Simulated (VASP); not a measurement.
Here is a VASP 6.6.1 calculation.

File POSCAR:

```
AlRu
1.0
    3.0272328716      0.0000000000      0.0000000000
    0.0000000000      3.0272328716      0.0000000000
    0.0000000000      0.0000000000      2.9431739308
Al Ru
1 1
Direct
    0.0000000000      0.0000000000      0.0000000000
    0.5000000000      0.5000000000      0.5000000000
```

File INCAR.step1:

```
SYSTEM = AlRu
  ALGO = Normal
  EDIFF = 1E-4
  ENCUT = 520
  GGA = PE
  ISMEAR = 0
  LASPH = .TRUE.
  LCHARG = .FALSE.
  LREAL = .FALSE.
  LWAVE = .TRUE.
  NBANDS = 16
  NELM = 80
  PREC = Accurate
  SIGMA = 0.1
```

INCAR.step2

```
SYSTEM = AlRu
  ALGO = Normal
  EDIFF = 1E-7
  ENCUT = 520
  ISIF = 2
  ISMEAR = 0
  ISTART = 1
  LASPH = .TRUE.
  LCHARG = .FALSE.
  LMIXTAU = .TRUE.
  LREAL = .FALSE.
  LWAVE = .FALSE.
  METAGGA = R2SCAN
  NBANDS = 16
  NELM = 80
  PREC = Accurate
  SIGMA = 0.1
```

Contents of KPOINTS:

```
k-points
0
G
  18 18 18
  0 0 0
```

Potentials or basis: VASP PAW PBE potentials, release 64 (Al, Ru_pv).

Launch:

```console
$ cat potpaw_PBE.64/Al/POTCAR potpaw_PBE.64/Ru_pv/POTCAR > POTCAR
$ cp INCAR.step1 INCAR
$ mpirun -np 1 vasp_std > vasp.out
$ cp INCAR.step2 INCAR
$ mpirun -np 1 vasp_std > vasp.out
```

(1) Predict the pressure.

Results:

(1) -3.4 GPa.

Caveat: the cell differs from its parent crystal (biaxial strain in the a-b plane: +1.5 %, then relaxed in part); the PAW data sets were made with another functional, which shifts forces and pressure a little.
